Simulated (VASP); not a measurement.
Write the native input for VASP 6.6.1 that does the following.

```yaml
Task: single point
Functional: BLYP
Potentials_or_basis: VASP PAW PBE potentials, release 64 (Hg, Te)
Cutoff: 500 eV
k_mesh: 6 × 6 × 6
Occupations: gaussian, width 0.05 eV
Spin: no spin polarisation
Dipole_correction: no
Further_INCAR_settings: ALGO = Normal; EDIFF = 1e-06; NBANDS = 16
```

The structure of HgTe lies in POSCAR:

```
HgTe
1.0
    0.0000000000      3.4014292928      3.4014292928
    3.4014292928      0.0000000000      3.4014292928
    3.4014292928      3.4014292928      0.0000000000
Hg Te
1 1
Direct
    0.0000000000      0.0000000000      0.0000000000
    0.2500000000      0.2500000000      0.2500000000
```

These files were run (other wordings do the same):

INCAR

```
SYSTEM = HgTe
  PREC = Accurate
  ENCUT = 500
  EDIFF = 1E-6
  ISMEAR = 0
  SIGMA = 0.05
  LREAL = .FALSE.
  LASPH = .TRUE.
  NELM = 120
  ALGO = Normal
  ISIF = 2
  LWAVE = .FALSE.
  LCHARG = .FALSE.
  GGA = B5
  ALDAX = 1.0
  AGGAX = 1.0
  AGGAC = 1.0
  ALDAC = 0.0
  NBANDS = 16
  GGA_COMPAT = .FALSE.
```

KPOINTS

```
Automatic mesh
0
G
  6 6 6
  0 0 0
```

Potentials or basis: VASP PAW PBE potentials, release 64 (Hg, Te).

Launch:

```console
$ cat potpaw_PBE.64/Hg/POTCAR potpaw_PBE.64/Te/POTCAR > POTCAR
$ mpirun -np 1 vasp_std > vasp.out
```

It gave:

```yaml
Pressure: 0.6 GPa
Band_gap_on_the_k_mesh: zero (filled and empty bands touch)
```

Caveat: the PAW data sets were made with another functional, which shifts forces and pressure a little; spin-orbit coupling is left out, which moves the levels of the heavy elements.

Wall time 21 s on 1 thread of Intel(R) Xeon(R) Platinum 8488C (Sapphire Rapids), on a shared host, peak memory 0.21 GiB.
